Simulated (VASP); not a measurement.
# Si4BW (P4/mmm) in VASP: relaxation of cell and atoms with PBE

Aim: the relaxation of cell and atoms of Si4BW with PBE.

All numbers are computed with VASP 6.6.1; they aren't measurements. Logs are shortened: lines on timing, memory, paths and dates and some standing lists are left out, and cuts for length are marked.

### 1 The cell of the first run

The structure is tetragonal, space group P4/mmm (No. 123). Conventional cell: a = 5.534 Å, b = 5.534 Å, c = 3.102 Å, α = 90.00°, β = 90.00°, γ = 90.00°. Si (site symmetry m2m) has 1 B at 1.95 Å and 2 W at 2.50 Å within 2.6 Å. B (site symmetry 4/mmm) has 4 Si at 1.95 Å within 2.6 Å. W (site symmetry 4/mmm) has 8 Si at 2.50 Å and 2 W at 3.10 Å within 3.3 Å.

The cell was generated, and may not be a known phase.

### 2 Relaxation of cell and atoms, PBE

File INCAR:

```
  ALGO = Normal
  EDIFF = 1E-6
  EDIFFG = -0.01
  ENCUT = 600
  GGA = PE
  IBRION = 2
  ISIF = 3
  ISMEAR = 0
  LASPH = T
  LCHARG = F
  LREAL = F
  LWAVE = F
  NELM = 60
  NSW = 100
  PREC = Accurate
  SIGMA = 0.1
```

File KPOINTS:

```
k-points
0
Gamma
  8 8 12
```

File POSCAR:

```
Si4BW
1.0
    5.5339265223      0.0000000000      0.0000000000
    0.0000000000      5.5339265223      0.0000000000
    0.0000000000      0.0000000000      3.1015437732
Si B W
4 1 1
Direct
    0.2506378540      0.2506378540      0.0000000000
    0.7493621460      0.7493621460      0.0000000000
    0.7493621460      0.2506378540      0.0000000000
    0.2506378540      0.7493621460      0.0000000000
    0.5000000000      0.5000000000      0.0000000000
    0.0000000000      0.0000000000      0.5000000000
```

Potentials or basis: VASP PAW PBE potentials, release 64 (Si, B, W_sv).

Run with:

```
cat potpaw_PBE.64/Si/POTCAR potpaw_PBE.64/B/POTCAR potpaw_PBE.64/W_sv/POTCAR > POTCAR
mpirun -np 1 vasp_std > vasp.out
```

OUTCAR:

```text
EDIFF = 1E-6
   EDIFFG = -0.01
   ENCUT = 600
   GGA = PE
   IBRION = 2
   ISIF = 3
   ISMEAR = 0
   LASPH = T
   LREAL = F
   NELM = 60
   NSW = 100
   PREC = Accurate

 ion  position               nearest neighbor table
   1  0.251  0.251  0.000-   5 1.95   6 2.50   6 2.50   4 2.76   3 2.76   4 2.77   3 2.77
   2  0.749  0.749  0.000-   5 1.95   6 2.50   6 2.50   4 2.76   3 2.76   3 2.77   4 2.77
   3  0.749  0.251  0.000-   5 1.95   6 2.50   6 2.50   2 2.76   1 2.76   1 2.77   2 2.77
   4  0.251  0.749  0.000-   5 1.95   6 2.50   6 2.50   2 2.76   1 2.76   1 2.77   2 2.77
   5  0.500  0.500  0.000-   1 1.95   2 1.95   3 1.95   4 1.95
   6  0.000  0.000  0.500-   1 2.50   2 2.50   3 2.50   4 2.50   1 2.50   2 2.50   3 2.50   4 2.50

  LATTYP: Found a simple tetragonal cell.
 ALAT       =     5.5339265223
 C/A-ratio  =     0.5604598761

  Lattice vectors:

 A1 = (   5.5339265223,   0.0000000000,   0.0000000000)
 A2 = (   0.0000000000,   5.5339265223,   0.0000000000)
 A3 = (   0.0000000000,   0.0000000000,   3.1015437732)

Analysis of symmetry for initial positions (statically):
=====================================================================
 Subroutine PRICEL returns:
 Original cell was already a primitive cell.

 Routine SETGRP: Setting up the symmetry group for a
 simple tetragonal supercell.

 Subroutine GETGRP returns: Found 16 space group operations
 (whereof 16 operations were pure point group operations)
 out of a pool of 16 trial point group operations.

The static configuration has the point symmetry D_4h.

Analysis of symmetry for dynamics (positions and initial velocities):
=====================================================================
 Subroutine PRICEL returns:
 Original cell was already a primitive cell.

 Routine SETGRP: Setting up the symmetry group for a
 simple tetragonal supercell.

 Subroutine GETGRP returns: Found 16 space group operations
 (whereof 16 operations were pure point group operations)
 out of a pool of 16 trial point group operations.

The dynamic configuration has the point symmetry D_4h.

 Subroutine INISYM returns: Found 16 space group operations
 (whereof 16 operations are pure point group operations),
 and found     1 'primitive' translations

----------------------------------------------------------------------------------------

                                     Primitive cell

  volume of cell :      94.9827

  direct lattice vectors                    reciprocal lattice vectors
     5.533926522  0.000000000  0.000000000     0.180703520  0.000000000  0.000000000
     0.000000000  5.533926522  0.000000000     0.000000000  0.180703520  0.000000000
     0.000000000  0.000000000  3.101543773     0.000000000  0.000000000  0.322420083

  length of vectors
     5.533926522  5.533926522  3.101543773     0.180703520  0.180703520  0.322420083

  position of ions in fractional coordinates (direct lattice)
     0.250637854  0.250637854  0.000000000
     0.749362146  0.749362146  0.000000000
     0.749362146  0.250637854  0.000000000
     0.250637854  0.749362146  0.000000000
     0.500000000  0.500000000  0.000000000
     0.000000000  0.000000000  0.500000000

  ion indices of the primitive-cell ions
   primitive index   ion index
                 1           1
                 2           2
                 3           3
                 4           4
                 5           5
                 6           6

----------------------------------------------------------------------------------------

 KPOINTS: k-points

Automatic generation of k-mesh.
 Grid dimensions read from file:
 generate k-points for:    8    8   12

 Generating k-lattice:

  Cartesian coordinates                     Fractional coordinates (reciprocal lattice)
     0.022587940  0.000000000  0.000000000     0.125000000  0.000000000  0.000000000
     0.000000000  0.022587940  0.000000000     0.000000000  0.125000000  0.000000000
     0.000000000  0.000000000  0.026868340     0.000000000  0.000000000  0.083333333

  Length of vectors
     0.022587940  0.022587940  0.026868340

  Shift w.r.t. Gamma in fractional coordinates (k-lattice)
     0.000000000  0.000000000  0.000000000

 Subroutine IBZKPT returns following result:
 ===========================================

 Found    105 irreducible k-points:

 Following reciprocal coordinates:
            Coordinates               Weight
  0.000000  0.000000  0.000000      1.000000
  0.125000  0.000000  0.000000      4.000000
  0.250000  0.000000  0.000000      4.000000
  0.375000  0.000000  0.000000      4.000000
  0.500000  0.000000  0.000000      2.000000
  0.125000  0.125000  0.000000      4.000000
[... 16 lines left out ...]
  0.375000  0.125000  0.083333     16.000000
  0.500000  0.125000  0.083333      8.000000
 [... further k-points ...]
   k-points           NKPTS =    105   k-points in BZ     NKDIM =    105   number of bands    NBANDS=     20
   number of dos      NEDOS =    301   number of ions     NIONS =      6
   total plane-waves  NPLWV =  64512
   dimension x,y,z NGX =    48 NGY =   48 NGZ =   28
   dimension x,y,z NGXF=    96 NGYF=   96 NGZF=   56
   ions per type =               4   1   1
   NGX,Y,Z   is equivalent  to a cutoff of  14.42, 14.42, 15.01 a.u.
   NGXF,Y,Z  is equivalent  to a cutoff of  28.84, 28.84, 30.02 a.u.
 SYSTEM =  unknown system
   PREC   = accura    normal or accurate (medium, high low for compatibility)
   ISTART =      0    job   : 0-new  1-cont  2-samecut
   ICHARG =      2    charge: 1-file 2-atom 10-const
   ISPIN  =      1    spin polarized calculation?
   LNONCOLLINEAR =      F non collinear calculations
   LSORBIT =      F    spin-orbit coupling
   LASPH  =      T    aspherical Exc in radial PAW
   ENCUT  =  600.0 eV  44.10 Ry    6.64 a.u.  11.05 11.05  6.19*2*pi/ulx,y,z
   NELM   =     60;   NELMIN=  2; NELMDL= -5     # of ELM steps
   EDIFF  = 0.1E-05   stopping-criterion for ELM
   LREAL  =      F    real-space projection
   EDIFFG = -.1E-01   stopping-criterion for IOM
   NSW    =    100    number of steps for IOM
   IBRION =      2    ionic relax: 0-MD 1-quasi-New 2-CG
   NFREE  =      1    steps in history (QN), initial steepest desc. (CG)
   ISIF   =      3    stress and relaxation
   ISYM   =      2    0-nonsym 1-usesym 2-fastsym
   POTIM  = 0.5000    time-step for ionic-motion
   TEBEG  =    0.0;   TEEND  =   0.0 temperature during run
   PSTRESS=    0.0 pullay stress
   NELECT =      33.0000    total number of electrons
   NUPDOWN=      -1.0000    fix difference up-down
   EMIN   =  10.00;   EMAX   =-10.00  energy-range for DOS
   EFERMI =   0.00;   METHOD = LEGACY
   ISMEAR =     0;   SIGMA  =   0.10  broadening in eV -4-tet -1-fermi 0-gaus
   EFERMI_NEDOS =   21; number of points for ismear=-14 and -15
   IALGO  =     38    algorithm
   IMIX   =      4    mixing-type and parameters
     AMIX     =   0.40;   BMIX     =  1.00
     AMIX_MAG =   1.60;   BMIX_MAG =  1.00
  volume/ion in A,a.u.               =      15.83       106.83
  Fermi-wavevector in a.u.,A,eV,Ry     =   1.150883  2.174854 18.021354  1.324532
  Thomas-Fermi vector in A             =   2.287544
   LORBIT       =      0    0 simple, 1 ext, 2 COOP (PROOUT), +10 PAW based schemes
   GGA     = PE    functional components
   LHFCALC =     F    Hartree Fock is set to
   AEXX    =    0.0000 exact exchange contribution
   IVDW    =     0    specifies the selected vdW correction
   LEPSILON=     F    determine dielectric tensor
   LRPA    =     F    only Hartree local field effects (RPA)
 conjugate gradient relaxation of ions
 non-spin polarized calculation
 Gauss-broadening in eV      SIGMA  =   0.10
  energy-cutoff  :      600.00
  volume of cell :       94.98
 maximum number of plane-waves:      3200
 NGX is ok and might be reduce to    48
   NGX = 23   NGY = 23   NGZ = 13

--------------------------------------- Ionic step        1  -------------------------------------------

 number of electron      33.0000000 magnetization

 Free energy of the ion-electron system (eV)
  ---------------------------------------------------
  ext. energy  EPLUGINS =         0.00000000
  ---------------------------------------------------
  free energy    TOTEN  =       -38.38360873 eV

  energy without entropy =      -38.36699051  energy(sigma->0) =      -38.37529962

------------------------ aborting loop because EDIFF is reached ----------------------------------------

  FORCE on cell =-STRESS in cart. coord.  units (eV):
  Direction    XX          YY          ZZ          XY          YZ          ZX
  --------------------------------------------------------------------------------------
  -------------------------------------------------------------------------------------
  Total        0.6253019      0.6253019     -1.0022365      0.0000000      0.0000000     -0.0000000
  in kB       10.5476483     10.5476483    -16.9058155      0.0000000      0.0000000     -0.0000000
  external PRESSURE =       1.3964937 kB  Pullay stress =       0.0000000 kB
[... 225 lines left out ...]
  energy  without entropy=      -38.3828363420  energy(sigma->0) =      -38.39093938

--------------------------------------- Ionic step        7  -------------------------------------------

 number of electron      33.0000000 magnetization

 Free energy of the ion-electron system (eV)
  ---------------------------------------------------
  ext. energy  EPLUGINS =         0.00000000
  ---------------------------------------------------
  free energy    TOTEN  =       -38.39906395 eV

  energy without entropy =      -38.38285898  energy(sigma->0) =      -38.39096147

 E-fermi :   7.7169     XC(G=0): -10.7761

 val. band max:        7.7121970440   @ k =   0.3750   0.2500   0.1667
 cond. band min:       7.7183827563   @ k =   0.5000   0.1250   0.4167
 fundamental gap:      0.0061857123
 Fermi energy:         7.7169149945

 k-point     1 :       0.0000    0.0000    0.0000
  band No.  band energies     occupation
      1     -65.5418      2.00000
      2     -29.9077      2.00000
      3     -29.9077      2.00000
      4     -29.7752      2.00000
      5      -5.2101      2.00000
      6      -1.2650      2.00000
[... 12 lines left out ...]
     19       9.7366      0.00000
[... 513 lines left out ...]
      4     -29.8018      2.00000
      5      -4.3267      2.00000
      6      -3.4940      2.00000
[... 12 lines left out ...]
     19      10.4782      0.00000
     20      10.8833      0.00000

 [... further k-points ...]

------------------------ aborting loop because EDIFF is reached ----------------------------------------

  FORCE on cell =-STRESS in cart. coord.  units (eV):
  Direction    XX          YY          ZZ          XY          YZ          ZX
  --------------------------------------------------------------------------------------
  -------------------------------------------------------------------------------------
  Total        0.0119243      0.0119243      0.0004971      0.0000000      0.0000000      0.0000000
  in kB        0.2021213      0.2021213      0.0084265      0.0000000      0.0000000      0.0000000
  external PRESSURE =       0.1375564 kB  Pullay stress =       0.0000000 kB
[... 21 lines left out ...]
  FREE ENERGIE OF THE ION-ELECTRON SYSTEM (eV)
  ---------------------------------------------------
  free  energy   TOTEN  =       -38.3990639528 eV

  energy  without entropy=      -38.3828589808  energy(sigma->0) =      -38.39096147

 reached required accuracy - stopping structural energy minimisation
```

It took 5.4 min on 1 thread of Intel Xeon 6975P-C (Granite Rapids), shared host; peak memory 0.43 GiB.

Results:

```
Free energy                           : -38.3991 eV
Relaxed volume                        : 15.75 Å³/atom
Relaxed cell                          : a = 5.571 Å, b = 5.571 Å, c = 3.046 Å, α = 90.00°, β = 90.00°, γ = 90.00°
Space group after relaxing (to 0.1 Å) : P4/mmm (No. 123)
Energy gained by relaxing             : 2.6 meV/atom
Ionic steps                           : 7
Pressure after relaxing               : 0.0 GPa
Band gap on the k mesh                : zero (an odd number of electrons rules out a gap without spin polarisation)
```

The path:
```
step  energy change (eV)  largest force (eV/Å)  pressure (GPa)  volume (Å³)
   1              0.0000                0.0632            0.14        94.98
   2             -0.0108                0.0656           -0.48        95.17
   3             -0.0128                0.0683           -0.79        95.26
   4             -0.0148                0.0269            0.48        94.15
   5             -0.0153                0.0392            0.10        94.49
   6             -0.0154                0.0162           -0.01        94.53
   7             -0.0155                0.0003            0.01        94.52
```

Final structure:
```
Si B W
1.0
     5.57067    0.00000    0.00000
     0.00000    5.57067    0.00000
     0.00000    0.00000    3.04590
Si B W
4 1 1
Cartesian
  1.4032 1.4032 3.0459
  4.1675 4.1675 0.0000
  4.1675 1.4032 0.0000
  1.4032 4.1675 3.0459
  2.7853 2.7853 0.0000
  0.0000 0.0000 1.5230
```

Caveat: spin-orbit coupling is left out, which moves the levels of the heavy elements.
